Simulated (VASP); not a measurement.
Wanted: the native input for a VASP 6.6.1 run.

```
Task                   : single point
Functional             : LDA
Potentials or basis    : VASP PAW LDA potentials, release 64 (P, B)
Cutoff                 : 520 eV
k mesh                 : 10 × 10 × 10
Occupations            : fermi-dirac, width 0.05 eV
Spin                   : no spin polarisation
Dipole correction      : no
Further INCAR settings : ALGO = Normal; EDIFF = 1e-06; NBANDS = 11
```

The structure of BP lies in POSCAR:

```
BP
1.0
    0.0000000000      2.2451698187      2.2451698187
    2.2451698187      0.0000000000      2.2451698187
    2.2451698187      2.2451698187      0.0000000000
P B
1 1
Direct
    0.7500000000      0.7500000000      0.7500000000
    0.0000000000      0.0000000000      0.0000000000
```

These files were run (other wordings do the same):

INCAR

```
SYSTEM = BP
ALGO = Normal
EDIFF = 1E-6
ENCUT = 520
ISIF = 2
ISMEAR = -1
LASPH = .True.
LCHARG = .True.
LELF = .True.
LREAL = .False.
LVHAR = .True.
LWAVE = .False.
NBANDS = 11
NELM = 80
PREC = Accurate
SIGMA = 0.05
```

KPOINTS

```
k-points
0
Gamma
  10 10 10
  0 0 0
```

Potentials or basis: VASP PAW LDA potentials, release 64 (P, B).

Command:

```bash
$ cat potpaw_LDA.64/P/POTCAR potpaw_LDA.64/B/POTCAR > POTCAR
$ mpirun -np 1 vasp_std > vasp.out
```

Results of the run:

The pressure is -0.1 GPa and the band gap on the k mesh is 1.15 eV, indirect (least direct gap 3.43 eV).

Run time: 4.7 s on 1 thread of Intel(R) Xeon(R) Platinum 8488C (Sapphire Rapids), with other jobs on the host, peak memory 0.12 GiB.
